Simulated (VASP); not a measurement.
KAsH6:

```
K As H
1.0
     3.70123    2.13691    2.38243
    -3.70123    2.13691    2.38243
     0.00000   -4.27382    2.38243
K As H
1 1 6
Direct
  0.50000 0.50000 0.50000
  0.00000 0.00000 0.00000
  0.93995 0.29182 0.29182
  0.29182 0.93995 0.29182
  0.29182 0.29182 0.93995
  0.06005 0.70818 0.70818
  0.70818 0.06005 0.70818
  0.70818 0.70818 0.06005
```

```yaml
Program: VASP 6.6.1
Task: relaxation of cell and atoms
Functional: PBEsol
Potentials_or_basis: VASP PAW PBE potentials, release 64 (K_sv, As, H)
Cutoff: 600 eV
k_mesh: 4 × 4 × 4
Occupations: fermi-dirac, width 0.03 eV
Spin: no spin polarisation
```

At the start: pressure -10.6 GPa; volume 14.13 Å³/atom.

Task: How do energy, volume and symmetry change on relaxing?

Result: Over 9 steps the energy falls by 289.4 meV/atom and the volume is 11.44 Å³/atom (-19.0 %); space group R-3m (No. 166, to 0.1 Å) before and after.

Step by step:
| step | energy change (eV) | largest force (eV/Å) | pressure (GPa) | volume (Å³) |
| --- | --- | --- | --- | --- |
| 1 | 0.0000 | 1.5579 | -10.62 | 113.06 |
| 2 | -1.5977 | 1.2025 | -7.55 | 98.37 |
| 3 | -2.2387 | 0.2031 | 0.83 | 85.80 |
| 4 | -2.2383 | 0.2467 | 0.32 | 86.30 |
| 5 | -2.2602 | 0.1967 | 0.40 | 86.86 |
| 6 | -2.3001 | 0.0897 | 0.81 | 88.52 |
| 7 | -2.2627 | 0.4725 | 2.30 | 91.83 |
| 8 | -2.3047 | 0.1673 | 1.23 | 89.42 |
| 9 | -2.3152 | 0.0082 | -0.07 | 91.52 |

Final structure:
```
CELL_PARAMETERS angstrom
3.47484 2.00620 2.18815
-3.47484 2.00620 2.18815
0.00000 -4.01240 2.18815
ATOMIC_POSITIONS crystal
K 0.50000 0.50000 0.50000
As 0.00000 0.00000 0.00000
H 0.92574 0.25584 0.25584
H 0.25584 0.92574 0.25584
H 0.25584 0.25584 0.92574
H 0.07426 0.74416 0.74416
H 0.74416 0.07426 0.74416
H 0.74416 0.74416 0.07426
```

Caveat: the volume moved by over 15 % at a fixed basis, so the end points are rough; the PAW data sets were made with another functional, which shifts forces and pressure a little.
